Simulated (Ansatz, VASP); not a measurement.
# Two plane-wave programs on Sn

```
CELL_PARAMETERS angstrom
4.70646 0.00000 0.00000
0.00000 4.70646 0.00000
0.00000 0.00000 15.34280
ATOMIC_POSITIONS crystal
Sn 0.75000 0.00000 0.22812
Sn 0.25000 0.00000 0.33661
Sn 0.25000 0.50000 0.44652
Sn 0.75000 0.50000 0.55348
Sn 0.75000 0.00000 0.66339
Sn 0.25000 0.00000 0.77188
```

Alike in both runs: task single point; functional PBE; k mesh 7 × 7 × 1; occupations fermi-dirac, width 0.02 eV; no spin polarisation.

```csv
,VASP,Ansatz
version,VASP 6.6.1,Ansatz 0.2.0
potentials or method,"VASP PAW PBE potentials, release 64 (Sn_d)","PAW with Ansatz's default frozen-core files, scalar-relativistic"
plane-wave cutoff (eV),520,420
valence electrons in the cell,84,84
```

|  | VASP | Ansatz | Ansatz less VASP |
| --- | --- | --- | --- |
| rms of the force components (eV/Å) | 0.005 | 0.005 | +0.0004 |

Atom by atom the forces differ by 0.001 eV/Å (rms over components). With one functional, cell and mesh, what is left measures potentials, basis and numerics. Ansatz's warnings: vacuum density over bound.
